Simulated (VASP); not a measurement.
# MoS2 (P6_3/mmc) in VASP: single point with LDA

Aim: the single point of MoS2 with LDA.

All numbers are computed with VASP 6.6.1; they aren't measurements. Logs are shortened: lines on timing, memory, paths and dates and some standing lists are left out, and cuts for length are marked.

### Step 1. The cell of the first run

The structure is hexagonal, space group P6_3/mmc (No. 194). The conventional cell has a = 3.122 Å, b = 3.122 Å, c = 12.076 Å, α = 90.00°, β = 90.00°, γ = 120.00°. Within 3.1 Å of Mo (site symmetry -6m2) lie 6 S at 2.38 Å. S (site symmetry 3m) has 3 Mo at 2.38 Å within 3.1 Å.

### Step 2. Single point, LDA

INCAR reads:

```
ALGO = Normal
EDIFF = 1E-6
ENCUT = 520
ISIF = 2
ISMEAR = -1
LASPH = True
LCHARG = False
LREAL = False
LWAVE = False
NBANDS = 35
NELM = 80
PREC = Accurate
SIGMA = 0.08
```

KPOINTS reads:

```
k-points
0
Gamma
  12 12 4
```

POSCAR reads:

```
MoS2
1.0
    3.1221510143      0.0000000000      0.0000000000
   -1.5610755071      2.7038620928      0.0000000000
    0.0000000000      0.0000000000     12.0760714344
Mo S
2 4
Direct
    0.3333333333      0.6666666667      0.2500000000
    0.6666666667      0.3333333333      0.7500000000
    0.3333333333      0.6666666667      0.6212927937
    0.6666666667      0.3333333333      0.1212927937
    0.3333333333      0.6666666667      0.8787072063
    0.6666666667      0.3333333333      0.3787072063
```

Potentials or basis: VASP PAW LDA potentials, release 64 (Mo_sv, S).

Started as:

```bash
$ cat potpaw_LDA.64/Mo_sv/POTCAR potpaw_LDA.64/S/POTCAR > POTCAR
$ mpirun -np 1 vasp_std > vasp.out
```

OUTCAR:

```text
EDIFF = 1E-6
   ENCUT = 520
   ISIF = 2
   ISMEAR = -1
   LASPH = True
   LREAL = False
   NELM = 80
   PREC = Accurate

 ion  position               nearest neighbor table
   1  0.333  0.667  0.250-   4 2.38   6 2.38   4 2.38   6 2.38   4 2.38   6 2.38
   2  0.667  0.333  0.750-   3 2.38   5 2.38   3 2.38   5 2.38   3 2.38   5 2.38
   3  0.333  0.667  0.621-   2 2.38   2 2.38   2 2.38
   4  0.667  0.333  0.121-   1 2.38   1 2.38   1 2.38
   5  0.333  0.667  0.879-   2 2.38   2 2.38   2 2.38
   6  0.667  0.333  0.379-   1 2.38   1 2.38   1 2.38

  LATTYP: Found a hexagonal cell.
 ALAT       =     3.1221510143
 C/A-ratio  =     3.8678691002

  Lattice vectors:

 A1 = (   3.1221510143,   0.0000000000,   0.0000000000)
 A2 = (  -1.5610755071,   2.7038620928,   0.0000000000)
 A3 = (   0.0000000000,   0.0000000000,  12.0760714344)

Analysis of symmetry for initial positions (statically):
=====================================================================
 Subroutine PRICEL returns:
 Original cell was already a primitive cell.

 Routine SETGRP: Setting up the symmetry group for a
 hexagonal supercell.

 Subroutine GETGRP returns: Found 24 space group operations
 (whereof 12 operations were pure point group operations)
 out of a pool of 24 trial point group operations.

The static configuration has the point symmetry D_3d.
 The point group associated with its full space group is D_6h.

Analysis of symmetry for dynamics (positions and initial velocities):
=====================================================================
 Subroutine PRICEL returns:
 Original cell was already a primitive cell.

 Routine SETGRP: Setting up the symmetry group for a
 hexagonal supercell.

 Subroutine GETGRP returns: Found 24 space group operations
 (whereof 12 operations were pure point group operations)
 out of a pool of 24 trial point group operations.

The dynamic configuration has the point symmetry D_3d.
 The point group associated with its full space group is D_6h.

 Subroutine INISYM returns: Found 24 space group operations
 (whereof 12 operations are pure point group operations),
 and found     1 'primitive' translations

----------------------------------------------------------------------------------------

                                     Primitive cell

  volume of cell :     101.9446

  direct lattice vectors                    reciprocal lattice vectors
     3.122151014  0.000000000  0.000000000     0.320292002  0.184920674  0.000000000
    -1.561075507  2.703862093  0.000000000     0.000000000  0.369841348  0.000000000
     0.000000000  0.000000000 12.076071434     0.000000000  0.000000000  0.082808387

  length of vectors
     3.122151014  3.122151014 12.076071434     0.369841348  0.369841348  0.082808387

  position of ions in fractional coordinates (direct lattice)
     0.333333333  0.666666667  0.250000000
     0.666666667  0.333333333  0.750000000
     0.333333333  0.666666667  0.621292794
     0.666666667  0.333333333  0.121292794
     0.333333333  0.666666667  0.878707206
     0.666666667  0.333333333  0.378707206

  ion indices of the primitive-cell ions
   primitive index   ion index
                 1           1
                 2           2
                 3           3
                 4           4
                 5           5
                 6           6

----------------------------------------------------------------------------------------

 KPOINTS: k-points

Automatic generation of k-mesh.
 Grid dimensions read from file:
 generate k-points for:   12   12    4

 Generating k-lattice:

  Cartesian coordinates                     Fractional coordinates (reciprocal lattice)
     0.026691000  0.015410056  0.000000000     0.083333333 -0.000000000  0.000000000
     0.000000000  0.030820112  0.000000000     0.000000000  0.083333333  0.000000000
     0.000000000  0.000000000  0.020702097     0.000000000  0.000000000  0.250000000

  Length of vectors
     0.030820112  0.030820112  0.020702097

  Shift w.r.t. Gamma in fractional coordinates (k-lattice)
     0.000000000  0.000000000  0.000000000

 Subroutine IBZKPT returns following result:
 ===========================================

 Found     57 irreducible k-points:

 Following reciprocal coordinates:
            Coordinates               Weight
  0.000000  0.000000  0.000000      1.000000
  0.083333 -0.000000  0.000000      6.000000
  0.166667  0.000000  0.000000      6.000000
  0.250000  0.000000  0.000000      6.000000
  0.333333  0.000000  0.000000      6.000000
  0.416667 -0.000000  0.000000      6.000000
[... 16 lines left out ...]
  0.250000  0.000000  0.250000     12.000000
  0.333333  0.000000  0.250000     12.000000
 [... further k-points ...]
   k-points           NKPTS =     57   k-points in BZ     NKDIM =     57   number of bands    NBANDS=     35
   number of dos      NEDOS =    301   number of ions     NIONS =      6
   total plane-waves  NPLWV =  51840
   dimension x,y,z NGX =    24 NGY =   24 NGZ =   90
   dimension x,y,z NGXF=    48 NGYF=   48 NGZF=  180
   ions per type =               2   4
   NGX,Y,Z   is equivalent  to a cutoff of  12.78, 12.78, 12.39 a.u.
   NGXF,Y,Z  is equivalent  to a cutoff of  25.56, 25.56, 24.78 a.u.
 SYSTEM =  unknown system
   PREC   = accura    normal or accurate (medium, high low for compatibility)
   ISTART =      0    job   : 0-new  1-cont  2-samecut
   ICHARG =      2    charge: 1-file 2-atom 10-const
   ISPIN  =      1    spin polarized calculation?
   LNONCOLLINEAR =      F non collinear calculations
   LSORBIT =      F    spin-orbit coupling
   LASPH  =      T    aspherical Exc in radial PAW
   ENCUT  =  520.0 eV  38.22 Ry    6.18 a.u.   5.81  5.81 22.45*2*pi/ulx,y,z
   NELM   =     80;   NELMIN=  2; NELMDL= -5     # of ELM steps
   EDIFF  = 0.1E-05   stopping-criterion for ELM
   LREAL  =      F    real-space projection
   EDIFFG = 0.1E-04   stopping-criterion for IOM
   NSW    =      0    number of steps for IOM
   IBRION =     -1    ionic relax: 0-MD 1-quasi-New 2-CG
   NFREE  =      0    steps in history (QN), initial steepest desc. (CG)
   ISIF   =      2    stress and relaxation
   ISYM   =      2    0-nonsym 1-usesym 2-fastsym
   POTIM  = 0.5000    time-step for ionic-motion
   TEBEG  =    0.0;   TEEND  =   0.0 temperature during run
   PSTRESS=    0.0 pullay stress
   NELECT =      52.0000    total number of electrons
   NUPDOWN=      -1.0000    fix difference up-down
   EMIN   =  10.00;   EMAX   =-10.00  energy-range for DOS
   EFERMI =   0.00;   METHOD = LEGACY
   ISMEAR =    -1;   SIGMA  =   0.08  broadening in eV -4-tet -1-fermi 0-gaus
   EFERMI_NEDOS =   21; number of points for ismear=-14 and -15
   IALGO  =     38    algorithm
   IMIX   =      4    mixing-type and parameters
     AMIX     =   0.40;   BMIX     =  1.00
     AMIX_MAG =   1.60;   BMIX_MAG =  1.00
  volume/ion in A,a.u.               =      16.99       114.66
  Fermi-wavevector in a.u.,A,eV,Ry     =   1.308041  2.471838 23.279165  1.710970
  Thomas-Fermi vector in A             =   2.438734
   LORBIT       =      0    0 simple, 1 ext, 2 COOP (PROOUT), +10 PAW based schemes
   GGA     = CA    functional components
   LHFCALC =     F    Hartree Fock is set to
   AEXX    =    0.0000 exact exchange contribution
   IVDW    =     0    specifies the selected vdW correction
   LEPSILON=     F    determine dielectric tensor
   LRPA    =     F    only Hartree local field effects (RPA)
 non-spin polarized calculation
  energy-cutoff  :      520.00
  volume of cell :      101.94
 maximum number of plane-waves:      2775
 NGX is ok and might be reduce to    24
   NGX = 11   NGY = 11   NGZ = 45

 number of electron      52.0000005 magnetization

 Free energy of the ion-electron system (eV)
  ---------------------------------------------------
  ext. energy  EPLUGINS =         0.00000000
  ---------------------------------------------------
  free energy    TOTEN  =       -48.95832475 eV

  energy without entropy =      -48.95808129  energy(sigma->0) =      -48.95820302

 E-fermi :   8.3655     XC(G=0): -11.3803

 val. band max:        8.0634781080   @ k =   0.0000   0.0000   0.0000
 cond. band min:       8.8023847868   @ k =   0.1667   0.1667   0.0000
 fundamental gap:      0.7389066788
 Fermi energy:         8.3654673960

 k-point     1 :       0.0000    0.0000    0.0000
  band No.  band energies     occupation
      1     -53.1142      2.00000
      2     -53.1142      2.00000
      3     -27.5077      2.00000
      4     -27.5076      2.00000
      5     -27.2162      2.00000
      6     -27.2162      2.00000
[... 27 lines left out ...]
     34      10.6093      0.00000
     35      13.7299      0.00000

 k-point     2 :       0.0833   -0.0000    0.0000
  band No.  band energies     occupation
      1     -53.1109      2.00000
      2     -53.1108      2.00000
      3     -27.5013      2.00000
      4     -27.5012      2.00000
      5     -27.2484      2.00000
      6     -27.2484      2.00000
[... 27 lines left out ...]
     34      10.4956      0.00000
     35      14.2531      0.00000

 k-point     3 :       0.1667    0.0000    0.0000
  band No.  band energies     occupation
      1     -53.1017      2.00000
      2     -53.1017      2.00000
      3     -27.4839      2.00000
      4     -27.4837      2.00000
      5     -27.3356      2.00000
      6     -27.3356      2.00000
[... 27 lines left out ...]
     34      10.9395      0.00000
     35      15.2662      0.00000
[... 723 lines left out ...]
 k-point    23 :       0.2500    0.0000    0.2500
  band No.  band energies     occupation
      1     -53.0891      2.00000
      2     -53.0891      2.00000
      3     -27.4599      2.00000
      4     -27.4598      2.00000
      5     -27.4529      2.00000
      6     -27.4529      2.00000
[... 27 lines left out ...]
     34      11.4060      0.00000
     35      15.3782      0.00000

 k-point    24 :       0.3333    0.0000    0.2500
  band No.  band energies     occupation
      1     -53.0765      2.00000
      2     -53.0765      2.00000
      3     -27.5681      2.00000
      4     -27.5681      2.00000
      5     -27.4358      2.00000
      6     -27.4358      2.00000
[... 27 lines left out ...]
     34      11.7588      0.00000
     35      14.5605      0.00000

 [... further k-points ...]
[... 5 lines left out ...]
  --------------------------------------------------------------------------------------
  -------------------------------------------------------------------------------------
  Total        0.0907987      0.0907987      0.0457472      0.0000000      0.0000000      0.0000000
  in kB        1.4270075      1.4270075      0.7189702      0.0000000      0.0000000      0.0000000
  external PRESSURE =       1.1909951 kB  Pullay stress =       0.0000000 kB

 VOLUME and BASIS-vectors are now :
 -----------------------------------------------------------------------------
  energy-cutoff  :      520.00
  volume of cell :      101.94
      direct lattice vectors                 reciprocal lattice vectors
     3.122151014  0.000000000  0.000000000     0.320292002  0.184920674  0.000000000
    -1.561075507  2.703862093  0.000000000     0.000000000  0.369841348  0.000000000
     0.000000000  0.000000000 12.076071434     0.000000000  0.000000000  0.082808387

 POSITION                                       TOTAL-FORCE (eV/Angst)
 -----------------------------------------------------------------------------------
     -0.00000      1.80257      3.01902         0.000000      0.000000     -0.000000
      1.56108      0.90129      9.05705        -0.000000      0.000000     -0.000000
     -0.00000      1.80257      7.50278         0.000000     -0.000000     -0.014147
      1.56108      0.90129      1.46474        -0.000000      0.000000     -0.014147
     -0.00000      1.80257     10.61133         0.000000     -0.000000      0.014147
      1.56108      0.90129      4.57330        -0.000000     -0.000000      0.014147
 -----------------------------------------------------------------------------------
    total drift:                               -0.000000      0.000000     -0.000000

  FREE ENERGIE OF THE ION-ELECTRON SYSTEM (eV)
  ---------------------------------------------------
  free  energy   TOTEN  =       -48.9583247512 eV

  energy  without entropy=      -48.9580812890  energy(sigma->0) =      -48.95820302
```

It took 2 min on 1 thread of AMD EPYC 7R13, shared host; peak memory 0.29 GiB.

What came out:

| Property | Result |
| --- | --- |
| Free energy | -48.9583 eV |
| Pressure | 0.1 GPa |
| Largest force | 0.014 eV/Å |
| Band gap on the k mesh | 0.74 eV, indirect (least direct gap 1.77 eV) |

Forces on the atoms (eV/Å):
```
Mo   0.000  0.000  0.000
Mo   0.000  0.000  0.000
S    0.000  0.000 -0.014
S    0.000  0.000 -0.014
S    0.000  0.000  0.014
S    0.000  0.000  0.014
```

Levels at points of the mesh, in eV from the valence-band top:
```tsv
k point	band 24	band 25	band 26	band 27	band 28	band 29
(0.00, 0.00, 0.00)	-1.40	-1.14	0.00	2.14	2.14	2.17
(0.50, 0.00, 0.00)	-1.53	-1.51	-1.39	1.67	1.72	2.02
(0.00, 0.00, 0.50)	-2.23	-0.29	-0.29	2.15	2.15	2.15
(0.50, 0.00, 0.50)	-1.64	-1.45	-1.45	1.69	1.69	2.21
```

A k mesh can miss the band edges.
